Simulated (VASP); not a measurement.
# V (Pm-3m) in VASP: further runs, part 2 of 2

VASP 6.6.1. Earlier steps stand in the parts before.

## Step 4: Single point, RPBE

This run uses another cell than the first one, of 15.07 Å³/atom, 1.136 times its volume.

INCAR

```
PREC     = Accurate       # precision mode
ENCUT    = 520            # plane-wave cutoff, eV
EDIFF    = 1E-6           # SCF threshold, eV
ISMEAR   = -1             # smearing method
SIGMA    = 0.1            # smearing width, eV
LREAL    = False          # projectors in reciprocal space
LASPH    = True           # aspherical terms in the spheres
NELM     = 60             # most SCF steps
ALGO     = Normal         # electronic algorithm
ISIF     = 2              # what is computed and relaxed
LWAVE    = False          # write WAVECAR
LCHARG   = False          # write CHGCAR
GGA      = RP             # functional
NBANDS   = 12             # bands
```

KPOINTS

```
regular mesh
0
Gamma
  14 14 14
```

POSCAR

```
V
1.0
    2.4702514793      0.0000000000      0.0000000000
    0.0000000000      2.4702514793      0.0000000000
    0.0000000000      0.0000000000      2.4702514793
V
1
Direct
    0.0000000000      0.0000000000      0.0000000000
```

On the command line:

```sh
$ cat potpaw_PBE.64/V_sv/POTCAR > POTCAR
$ mpirun -np 1 vasp_std > vasp.out
```

Wall time 15 s (1 thread of Intel Xeon 8259CL, shared host); peak memory 0.13 GiB.

The run converged. Its results:

```
Free energy : -7.6863 eV
Pressure    : 0.8 GPa
```

Levels at points of the mesh, in eV from the Fermi level:
```
           k point  band 5  band 6  band 7  band 8  band 9  band 10
(0.00, 0.00, 0.00)   -6.31   -2.08   -2.08    3.39    3.39     3.39
(0.50, 0.00, 0.00)   -2.24   -1.34   -0.26    1.49    1.49     3.57
(0.50, 0.50, 0.00)   -3.43   -0.71    1.91    1.91    4.55     5.94
(0.50, 0.50, 0.50)   -1.85   -1.85   -1.85    4.65    4.65    10.24
```

Caveat: the PAW data sets were made with another functional, which shifts forces and pressure a little.

## Step 5: Single point, RPBE (volume scaled by 1.04)

INCAR

```
  PREC = Accurate
  ENCUT = 520
  EDIFF = 1E-6
  ISMEAR = -1
  SIGMA = 0.1
  LREAL = F
  LASPH = T
  NELM = 80
  ALGO = Normal
  ISIF = 2
  LWAVE = F
  LCHARG = F
  GGA = RP
  NBANDS = 12
```

KPOINTS is that of step 4.

POSCAR

```
V
1.0
    2.5027585161      0.0000000000      0.0000000000
    0.0000000000      2.5027585161      0.0000000000
    0.0000000000      0.0000000000      2.5027585161
V
1
Direct
    0.0000000000      0.0000000000      0.0000000000
```

Potentials or basis: VASP PAW PBE potentials, release 64 (V_sv).

On the command line:

```sh
$ cat potpaw_PBE.64/V_sv/POTCAR > POTCAR
$ mpirun -np 1 vasp_std > vasp.out
```

OUTCAR:

```text
PREC = Accurate
   ENCUT = 520
   EDIFF = 1E-6
   ISMEAR = -1
   LREAL = F
   LASPH = T
   NELM = 80
   ISIF = 2
   GGA = RP

 ion  position               nearest neighbor table
   1  0.000  0.000  0.000-

  LATTYP: Found a simple cubic cell.
 ALAT       =     2.5027585161

  Lattice vectors:

 A1 = (   2.5027585161,   0.0000000000,   0.0000000000)
 A2 = (   0.0000000000,   2.5027585161,   0.0000000000)
 A3 = (   0.0000000000,   0.0000000000,   2.5027585161)

[... 536 lines left out ...]
     11      17.2024      0.00000
     12      23.2354      0.00000

 [... further k-points ...]

------------------------ aborting loop because EDIFF is reached ----------------------------------------

  FORCE on cell =-STRESS in cart. coord.  units (eV):
  Direction    XX          YY          ZZ          XY          YZ          ZX
  --------------------------------------------------------------------------------------
  -------------------------------------------------------------------------------------
  Total       -0.3770984     -0.3770984     -0.3770984     -0.0000000     -0.0000000      0.0000000
  in kB      -38.5397069    -38.5397069    -38.5397069     -0.0000000     -0.0000000      0.0000000
  external PRESSURE =     -38.5397069 kB  Pullay stress =       0.0000000 kB

 VOLUME and BASIS-vectors are now :
 -----------------------------------------------------------------------------
  energy-cutoff  :      520.00
  volume of cell :       15.68
      direct lattice vectors                 reciprocal lattice vectors
     2.502758516  0.000000000  0.000000000     0.399559124  0.000000000  0.000000000
     0.000000000  2.502758516  0.000000000     0.000000000  0.399559124  0.000000000
     0.000000000  0.000000000  2.502758516     0.000000000  0.000000000  0.399559124

 POSITION                                       TOTAL-FORCE (eV/Angst)
 -----------------------------------------------------------------------------------
      0.00000      0.00000      0.00000         0.000000      0.000000      0.000000
 -----------------------------------------------------------------------------------
    total drift:                               -0.000000      0.000000      0.000000

  FREE ENERGIE OF THE ION-ELECTRON SYSTEM (eV)
  ---------------------------------------------------
  free  energy   TOTEN  =        -7.6804375028 eV

  energy  without entropy=       -7.6209563859  energy(sigma->0) =       -7.65069694
```

stdout:

```text
POSCAR found type information on POSCAR V
 POSCAR found :  1 types and       1 ions
 scaLAPACK will be used
 -----------------------------------------------------------------------------
|                                                                             |
|                                                                             |
|     You enforced a specific xc type in the INCAR file but a different       |
|     I HOPE YOU KNOW WHAT YOU ARE DOING!                                     |
|                                                                             |
 -----------------------------------------------------------------------------

 LDA part: xc-table for (Slater+PW92), standard interpolation
 POSCAR, INCAR and KPOINTS ok, starting setup
 FFT: planning ... GRIDC
 FFT: planning ... GRID_SOFT
 FFT: planning ... GRID
 WAVECAR not read
 entering main loop
```

Wall time 17 s (1 thread of Intel Xeon 8259CL, shared host); peak memory 0.13 GiB.

Results:

* Free energy: -7.6804 eV
* Pressure: -3.9 GPa

Levels at points of the mesh, in eV from the Fermi level:
```csv
k point,band 4,band 5,band 6,band 7,band 8,band 9,band 10,band 11
"(0.00, 0.00, 0.00)",-37.35,-6.21,-1.97,-1.97,3.24,3.24,3.24,17.48
"(0.50, 0.00, 0.00)",-37.27,-2.22,-1.27,-0.29,1.44,1.44,3.40,7.12
"(0.50, 0.50, 0.00)",-37.20,-3.23,-0.70,1.83,1.83,4.33,5.70,5.70
"(0.50, 0.50, 0.50)",-37.97,-1.73,-1.73,-1.73,4.42,4.42,10.18,12.53
```

Caveat: the cell differs from its parent crystal (volume scaled by 1.04); the PAW data sets were made with another functional, which shifts forces and pressure a little.

## Step 6: Single point, RPBE (volume scaled by 1.08)

INCAR

```
SYSTEM = V
ALGO = Normal
EDIFF = 1E-6
ENCUT = 520
GGA = RP
ISIF = 2
ISMEAR = -1
LASPH = .TRUE.
LCHARG = .FALSE.
LREAL = .FALSE.
LWAVE = .FALSE.
NBANDS = 12
NELM = 60
PREC = Accurate
SIGMA = 0.1
```

KPOINTS

```
k-points
0
G
  14 14 14
  0 0 0
```

POSCAR

```
V
1.0
    2.5344423671      0.0000000000      0.0000000000
    0.0000000000      2.5344423671      0.0000000000
    0.0000000000      0.0000000000      2.5344423671
V
1
Direct
    0.0000000000      0.0000000000      0.0000000000
```

Potentials or basis: VASP PAW PBE potentials, release 64 (V_sv).

On the command line:

```sh
$ cat potpaw_PBE.64/V_sv/POTCAR > POTCAR
$ mpirun -np 1 vasp_std > vasp.out
```

Wall time 17 s (1 thread of Intel Xeon 8259CL, shared host); peak memory 0.14 GiB.

The run converged. Its results:

```yaml
Free_energy: -7.6586 eV
Pressure: -7.7 GPa
```

Levels at points of the mesh, in eV from the Fermi level:
| k point | band 3 | band 4 | band 5 | band 6 | band 7 | band 8 | band 9 | band 10 | band 11 | band 12 |
| --- | --- | --- | --- | --- | --- | --- | --- | --- | --- | --- |
| (0.00, 0.00, 0.00) | -37.43 | -37.43 | -6.10 | -1.87 | -1.87 | 3.09 | 3.09 | 3.09 | 17.05 | 17.05 |
| (0.50, 0.00, 0.00) | -37.36 | -37.36 | -2.19 | -1.20 | -0.31 | 1.39 | 1.39 | 3.24 | 6.78 | 18.49 |
| (0.50, 0.50, 0.00) | -38.08 | -37.29 | -3.05 | -0.69 | 1.76 | 1.76 | 4.12 | 5.48 | 5.48 | 11.63 |
| (0.50, 0.50, 0.50) | -37.98 | -37.98 | -1.62 | -1.62 | -1.62 | 4.21 | 4.21 | 10.11 | 12.04 | 12.04 |

Caveat: the cell differs from its parent crystal (volume scaled by 1.08); the PAW data sets were made with another functional, which shifts forces and pressure a little.

## Step 7: Single point, RPBE (volume scaled by 1.12)

INCAR

```
PREC = Accurate ; ENCUT = 520
EDIFF = 1E-6 ; ISMEAR = -1
SIGMA = 0.1 ; LREAL = False
LASPH = True ; NELM = 80
ALGO = Normal ; ISIF = 2
LWAVE = False ; LCHARG = False
GGA = RP ; NBANDS = 12
```

KPOINTS

```
Automatic mesh
0
Gamma
  14 14 14
```

POSCAR

```
V
1.0
    2.5653532473      0.0000000000      0.0000000000
    0.0000000000      2.5653532473      0.0000000000
    0.0000000000      0.0000000000      2.5653532473
V
1
Direct
    0.0000000000      0.0000000000      0.0000000000
```

On the command line:

```sh
$ cat potpaw_PBE.64/V_sv/POTCAR > POTCAR
$ mpirun -np 1 vasp_std > vasp.out
```

Wall time 19 s (1 thread of Intel Xeon 8259CL, shared host); peak memory 0.14 GiB.

It converged, with:

| Item | Value |
| --- | --- |
| Free energy | -7.6234 eV |
| Pressure | -10.9 GPa |

Levels at points of the mesh, in eV from the Fermi level:
| k point | band 3 | band 4 | band 5 | band 6 | band 7 | band 8 | band 9 | band 10 | band 11 | band 12 |
| --- | --- | --- | --- | --- | --- | --- | --- | --- | --- | --- |
| (0.00, 0.00, 0.00) | -37.50 | -37.50 | -6.00 | -1.78 | -1.78 | 2.95 | 2.95 | 2.95 | 16.64 | 16.64 |
| (0.50, 0.00, 0.00) | -37.44 | -37.44 | -2.17 | -1.14 | -0.32 | 1.34 | 1.34 | 3.10 | 6.47 | 18.23 |
| (0.50, 0.50, 0.00) | -38.09 | -37.38 | -2.88 | -0.68 | 1.69 | 1.69 | 3.93 | 5.28 | 5.28 | 11.33 |
| (0.50, 0.50, 0.50) | -38.00 | -38.00 | -1.52 | -1.52 | -1.52 | 4.01 | 4.01 | 10.04 | 11.60 | 11.60 |

Caveat: the cell differs from its parent crystal (volume scaled by 1.12); the PAW data sets were made with another functional, which shifts forces and pressure a little.

## Step 8: Summary

| cell | gap on the mesh (eV) | pressure (GPa) |
| --- | --- | --- |
| a = 2.367 Å, 1 atom | none | 21.6 |
| a = 2.437 Å, 1 atom | none | 6.4 |
| a = 2.470 Å, 1 atom | none | 0.8 |
| a = 2.503 Å, 1 atom | none | -3.9 |
| a = 2.534 Å, 1 atom | none | -7.7 |
| a = 2.565 Å, 1 atom | none | -10.9 |

Alike in all rows: task single point; level RPBE; potentials or basis VASP PAW PBE potentials, release 64 (V_sv); no spin polarisation; k mesh 14 × 14 × 14; cutoff (eV) 520; smearing fermi-dirac 0.1 eV.

Caveats: the PAW data sets were made with another functional, which shifts forces and pressure a little.

Total energies depend on the potentials used, so only differences within one code and one set of settings carry meaning.
